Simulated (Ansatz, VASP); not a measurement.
## Two plane-wave programs on InP2N3

```
CELL_PARAMETERS angstrom
3.33624 -1.56583 0.40049
3.33624 1.56583 0.40049
1.08686 0.00000 7.74032
ATOMIC_POSITIONS crystal
In 0.50000 0.50000 0.50000
P 0.04543 0.04543 0.15293
P 0.95457 0.95457 0.84707
N 0.50000 0.50000 0.00000
N 0.12574 0.12574 0.65687
N 0.87426 0.87426 0.34313
```

Change from the starting cell: species swapped into the MgMn2O3 type (C2/m, No. 12).

Alike in both runs: functional PBE; k mesh 6 × 6 × 2; occupations gaussian, width 0.1 eV; no spin polarisation.

Ansatz relaxed the structure, and its values are those at the end. VASP's run is a single point on that final structure, the one shown.

|  | VASP | Ansatz |
| --- | --- | --- |
| version | VASP 6.6.1 | Ansatz 0.2.0 |
| potentials or method | VASP PAW PBE potentials, release 64 (In_d, P, N_h), cutoff 910 eV | scalar-relativistic, plane waves, PAW |
| valence electrons in the cell | 38 | 38 |

```tsv
	VASP	Ansatz	Ansatz less VASP
gap on the k mesh at the Fermi level (eV)	none	none	-
rms of the force components (eV/Å)	0.060	0.016	-0.0444
```

A gap of «none» marks a metal or a gap that the smearing closes.

The k mesh is coarse, so the values compare programs but aren't converged. Noted on VASP's run: the cutoff is short for stress, so the pressure is rough.
